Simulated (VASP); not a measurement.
# Ta2Tl (Fd-3m) in VASP: single point with PBE

Aim: the single point of Ta2Tl with PBE.

Program: VASP 6.6.1. These are calculated values, not measurements. Logs are shortened: lines on timing, memory, paths and dates and some standing lists are left out, and cuts for length are marked.

### Step 1. The cell of the first run

Symmetry: Fd-3m, No. 227, cubic system. Conventional cell: a = 7.962 Å, b = 7.962 Å, c = 7.962 Å, α = 90.00°, β = 90.00°, γ = 90.00°. Within 3.7 Å of Ta (site symmetry -3m) lie 6 Ta at 2.82 Å and 6 Tl at 3.30 Å. Within 4.3 Å of Tl (site symmetry -43m) lie 12 Ta at 3.30 Å and 4 Tl at 3.45 Å.

### Step 2. Single point, PBE

The input, INCAR:

```
PREC = Accurate ; ENCUT = 520
EDIFF = 1E-6 ; ISMEAR = 0
SIGMA = 0.1 ; LREAL = F
LASPH = T ; NELM = 60
ALGO = Fast ; ISIF = 2
LWAVE = F ; LCHARG = F
GGA = PE ; NBANDS = 44
```

The input, KPOINTS:

```
Automatic mesh
0
Gamma
  8 8 8
```

The input, POSCAR:

```
Ta2Tl
1.0
    0.0000000000      3.9811648796      3.9811648796
    3.9811648796      0.0000000000      3.9811648796
    3.9811648796      3.9811648796      0.0000000000
Ta Tl
4 2
Direct
    0.6250000000      0.6250000000      0.6250000000
    0.1250000000      0.6250000000      0.6250000000
    0.6250000000      0.6250000000      0.1250000000
    0.6250000000      0.1250000000      0.6250000000
    0.0000000000      0.0000000000      0.0000000000
    0.2500000000      0.2500000000      0.2500000000
```

Potentials or basis: VASP PAW PBE potentials, release 64 (Ta_pv, Tl_d).

Started as:

```sh
> cat potpaw_PBE.64/Ta_pv/POTCAR potpaw_PBE.64/Tl_d/POTCAR > POTCAR
> mpirun -np 1 vasp_std > vasp.out
```

OUTCAR:

```text
PREC = Accurate
   ENCUT = 520
   EDIFF = 1E-6
   ISMEAR = 0
   LREAL = F
   LASPH = T
   NELM = 60
   ISIF = 2
   GGA = PE

 ion  position               nearest neighbor table
   1  0.625  0.625  0.625-   2 2.82   3 2.82   4 2.82   3 2.82   4 2.82   2 2.82   6 3.30   5 3.30
                             6 3.30   5 3.30   6 3.30   5 3.30
   2  0.125  0.625  0.625-   1 2.82   3 2.82   4 2.82   1 2.82   3 2.82   4 2.82   5 3.30   6 3.30
                             6 3.30   5 3.30   5 3.30   6 3.30
   3  0.625  0.625  0.125-   1 2.82   1 2.82   2 2.82   4 2.82   4 2.82   2 2.82   6 3.30   5 3.30
                             6 3.30   5 3.30   6 3.30   5 3.30
   4  0.625  0.125  0.625-   1 2.82   3 2.82   1 2.82   2 2.82   3 2.82   2 2.82   5 3.30   6 3.30
                             6 3.30   5 3.30   6 3.30   5 3.30
   5  0.000  0.000  0.000-   1 3.30   3 3.30   1 3.30   3 3.30   1 3.30   2 3.30   4 3.30   2 3.30
                             4 3.30   4 3.30   3 3.30   2 3.30   6 3.45   6 3.45   6 3.45   6 3.45
   6  0.250  0.250  0.250-   2 3.30   4 3.30   1 3.30   2 3.30   4 3.30   1 3.30   3 3.30   1 3.30
                             3 3.30   2 3.30   3 3.30   4 3.30   5 3.45   5 3.45   5 3.45   5 3.45

  LATTYP: Found a face centered cubic cell.
 ALAT       =     7.9623297592

  Lattice vectors:

 A1 = (   0.0000000000,   3.9811648796,   3.9811648796)
 A2 = (   3.9811648796,   0.0000000000,   3.9811648796)
 A3 = (   3.9811648796,   3.9811648796,   0.0000000000)

Analysis of symmetry for initial positions (statically):
=====================================================================
 Subroutine PRICEL returns:
 Original cell was already a primitive cell.

 Routine SETGRP: Setting up the symmetry group for a
 face centered cubic supercell.

 Subroutine GETGRP returns: Found 48 space group operations
 (whereof 24 operations were pure point group operations)
 out of a pool of 48 trial point group operations.

The static configuration has the point symmetry T_d .
 The point group associated with its full space group is O_h .

Analysis of symmetry for dynamics (positions and initial velocities):
=====================================================================
 Subroutine PRICEL returns:
 Original cell was already a primitive cell.

 Routine SETGRP: Setting up the symmetry group for a
 face centered cubic supercell.

 Subroutine GETGRP returns: Found 48 space group operations
 (whereof 24 operations were pure point group operations)
 out of a pool of 48 trial point group operations.

The dynamic configuration has the point symmetry T_d .
 The point group associated with its full space group is O_h .

 Subroutine INISYM returns: Found 48 space group operations
 (whereof 24 operations are pure point group operations),
 and found     1 'primitive' translations

----------------------------------------------------------------------------------------

[... 107 lines left out ...]
   ISYM   =      2    0-nonsym 1-usesym 2-fastsym
   POTIM  = 0.5000    time-step for ionic-motion
   TEBEG  =    0.0;   TEEND  =   0.0 temperature during run
   PSTRESS=    0.0 pullay stress
   NELECT =      70.0000    total number of electrons
   NUPDOWN=      -1.0000    fix difference up-down
   EMIN   =  10.00;   EMAX   =-10.00  energy-range for DOS
   EFERMI =   0.00;   METHOD = LEGACY
   ISMEAR =     0;   SIGMA  =   0.10  broadening in eV -4-tet -1-fermi 0-gaus
   EFERMI_NEDOS =   21; number of points for ismear=-14 and -15
   IALGO  =     68    algorithm
   IMIX   =      4    mixing-type and parameters
     AMIX     =   0.40;   BMIX     =  1.00
     AMIX_MAG =   1.60;   BMIX_MAG =  1.00
  volume/ion in A,a.u.               =      21.03       141.94
  Fermi-wavevector in a.u.,A,eV,Ry     =   1.345098  2.541867 24.616876  1.809289
  Thomas-Fermi vector in A             =   2.473039
   LORBIT       =      0    0 simple, 1 ext, 2 COOP (PROOUT), +10 PAW based schemes
   GGA     = PE    functional components
   LHFCALC =     F    Hartree Fock is set to
   AEXX    =    0.0000 exact exchange contribution
   IVDW    =     0    specifies the selected vdW correction
   LEPSILON=     F    determine dielectric tensor
   LRPA    =     F    only Hartree local field effects (RPA)
 non-spin polarized calculation
 RMM-DIIS sequential band-by-band and
 Gauss-broadening in eV      SIGMA  =   0.10
  energy-cutoff  :      520.00
  volume of cell :      126.20
 maximum number of plane-waves:      3479
 NGX is ok and might be reduce to    42
   NGX = 21   NGY = 21   NGZ = 21

 number of electron      70.0000001 magnetization

 Free energy of the ion-electron system (eV)
  ---------------------------------------------------
  ext. energy  EPLUGINS =         0.00000000
  ---------------------------------------------------
  free energy    TOTEN  =       -47.95522331 eV

  energy without entropy =      -47.92366791  energy(sigma->0) =      -47.93944561

 E-fermi :   6.5036     XC(G=0): -11.7682

 val. band max:        6.5024066320   @ k =   0.5000   0.3750   0.1250
 cond. band min:       6.5183630437   @ k =   0.3750   0.0000   0.0000
 fundamental gap:      0.0159564118
 Fermi energy:         6.5035973132

 k-point     1 :       0.0000    0.0000    0.0000
  band No.  band energies     occupation
      1     -28.5127      2.00000
      2     -28.1379      2.00000
      3     -28.1379      2.00000
      4     -28.1379      2.00000
      5     -28.0100      2.00000
      6     -28.0100      2.00000
[... 1117 lines left out ...]
     43       8.9927      0.00000
     44       9.5816      0.00000

 [... further k-points ...]
[... 5 lines left out ...]
  --------------------------------------------------------------------------------------
  -------------------------------------------------------------------------------------
  Total        0.0245682      0.0245682      0.0245682      0.0000000      0.0000000     -0.0000000
  in kB        0.3119064      0.3119064      0.3119064      0.0000000      0.0000000     -0.0000000
  external PRESSURE =       0.3119064 kB  Pullay stress =       0.0000000 kB

 VOLUME and BASIS-vectors are now :
 -----------------------------------------------------------------------------
  energy-cutoff  :      520.00
  volume of cell :      126.20
      direct lattice vectors                 reciprocal lattice vectors
     0.000000000  3.981164880  3.981164880    -0.125591382  0.125591382  0.125591382
     3.981164880  0.000000000  3.981164880     0.125591382 -0.125591382  0.125591382
     3.981164880  3.981164880  0.000000000     0.125591382  0.125591382 -0.125591382

 POSITION                                       TOTAL-FORCE (eV/Angst)
 -----------------------------------------------------------------------------------
      4.97646      4.97646      4.97646         0.000000     -0.000000     -0.000000
      4.97646      2.98587      2.98587         0.000000     -0.000000     -0.000000
      2.98587      2.98587      4.97646         0.000000     -0.000000     -0.000000
      2.98587      4.97646      2.98587         0.000000     -0.000000     -0.000000
      0.00000      0.00000      0.00000         0.000000      0.000000      0.000000
      1.99058      1.99058      1.99058        -0.000000     -0.000000     -0.000000
 -----------------------------------------------------------------------------------
    total drift:                                0.000000      0.000000      0.000000

  FREE ENERGIE OF THE ION-ELECTRON SYSTEM (eV)
  ---------------------------------------------------
  free  energy   TOTEN  =       -47.9552233063 eV

  energy  without entropy=      -47.9236679141  energy(sigma->0) =      -47.93944561
```

It took 2.1 min on 1 thread of Intel Xeon 6975P-C (Granite Rapids), shared host; peak memory 0.33 GiB.

Results:

* Free energy: -47.9552 eV
* Pressure: 0.0 GPa
* Band gap on the k mesh: zero (band 35 reaches 6.92 eV, above the bottom of band 36 at 6.20 eV)

Caveat: spin-orbit coupling is left out, which moves the levels of the heavy elements.
